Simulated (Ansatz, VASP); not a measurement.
# Sn4P in VASP and in Ansatz

```
Sn P
1.0
     5.61202    0.00000    0.00000
     0.00000    5.61202    0.00000
     0.00000    0.00000    5.61202
Sn P
4 1
Cartesian
  2.8060 2.8060 2.8060
  0.0000 2.8060 2.8060
  2.8060 0.0000 2.8060
  2.8060 2.8060 0.0000
  0.0000 0.0000 0.0000
```

Change from the starting cell: species swapped into the Mn4N type (Pm-3m, No. 221).

Alike in both runs: functional PBE; k mesh 4 × 4 × 4; occupations gaussian, width 0.1 eV; no spin polarisation.

Ansatz relaxed the structure, and its values are those at the end. VASP's run is a single point on that final structure, the one shown.

|  | VASP | Ansatz |
| --- | --- | --- |
| version | VASP 6.6.1 | Ansatz 0.2.0 |
| potentials or method | VASP PAW PBE potentials, release 64 (Sn_d, P), cutoff 520 eV | scalar-relativistic, plane waves, PAW |
| valence electrons in the cell | 61 | 61 |

|  | VASP | Ansatz | Ansatz less VASP |
| --- | --- | --- | --- |
| gap on the k mesh at the Fermi level (eV) | none | none | - |
| pressure (GPa) | 0.2 | 0.3 | +0.04 |

A gap of «none» marks a metal or a gap that the smearing closes.
